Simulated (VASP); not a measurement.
Runs of VASP 6.6.1 on InCuO. The structure is that of space group P-6m2 (No. 187), or close to it. The cells are those of the table. The cell was built from a structure type or drawn by symmetry, and may not be a known phase.

```tsv
task	spin	cell	k mesh	cutoff (eV)	gap on the mesh (eV)	pressure (GPa)	moment (μB)	relaxed volume (Å³/atom)
single point	collinear	a = 4.081, b = 4.081, c = 3.299 Å, angles 90.0, 90.0, 120.0°, 3 atoms	6 × 6 × 6	520	none	(b)	0.00	-
single point	off	a = 3.459, b = 3.459, c = 4.491 Å, angles 90.0, 90.0, 120.0°, 3 atoms	18 × 18 × 10	520	none	0.1	-	-
relaxation of cell and atoms	off	relaxed from a = 3.467, b = 3.467, c = 4.452 Å, angles 90.0, 90.0, 120.0°, 3 atoms	18 × 18 × 10	600	none	0.0	-	15.37
relaxation of cell and atoms	collinear	relaxed from a = 4.081, b = 4.081, c = 3.299 Å, angles 90.0, 90.0, 120.0°, 3 atoms	6 × 6 × 6	600	none	-0.1	0.00	15.12
single point	collinear	a = 3.467, b = 3.467, c = 4.452 Å, angles 90.0, 90.0, 120.0°, 3 atoms	6 × 6 × 6	520	none	(a)	0.00	-
```

Alike in all rows: level PBE; potentials or basis VASP PAW PBE potentials, release 64 (In_d, Cu, O); smearing gaussian 0.1 eV.

Question: Estimate the missing entries.

Answer: (a) 0.3; (b) -8.9.

Caveats: spin-orbit coupling is left out, which moves the levels of the heavy elements; the cell stands under tension (at least some runs); a cell axis changed by over 15 % at a fixed basis, so the end point is rough (at least some runs).

A k mesh can miss the band edges, and the runs leave out spin-orbit coupling on In.

A gap of «none» marks levels without a gap at the run's occupations.
